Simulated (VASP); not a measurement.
Here is a VASP 6.6.1 calculation.

INCAR

```
SYSTEM = SiC
  ALGO = Normal
  EDIFF = 1E-6
  ENCUT = 520
  GGA = CA
  ISIF = 2
  ISMEAR = 0
  LASPH = .True.
  LCHARG = .False.
  LREAL = .False.
  LWAVE = .False.
  NBANDS = 16
  NELM = 60
  PREC = Accurate
  SIGMA = 0.01
```

KPOINTS

```
k-points
0
Gamma
  12 12 6
  0 0 0
```

The input POSCAR:

```
SiC
1.0
    3.0753565471      0.0000000000      0.0000000000
   -1.5376782736      2.6633368955      0.0000000000
    0.0000000000      0.0000000000      5.0481095356
Si C
2 2
Direct
    0.3333333333      0.6666666667      0.0045919551
    0.6666666667      0.3333333333      0.5045919551
    0.3333333333      0.6666666667      0.3804080449
    0.6666666667      0.3333333333      0.8804080449
```

Potentials or basis: VASP PAW LDA potentials, release 64 (Si, C).

Launch:

```sh
$ cat potpaw_LDA.64/Si/POTCAR potpaw_LDA.64/C/POTCAR > POTCAR
$ mpirun -np 1 vasp_std > vasp.out
```

(1) What does it give for the band gap on the k mesh?

(2) What does it give for the pressure?

Answers

(1) 2.15 eV (least direct gap 3.87 eV).

(2) -3.8 GPa.

Caveat: the cell stands under tension.
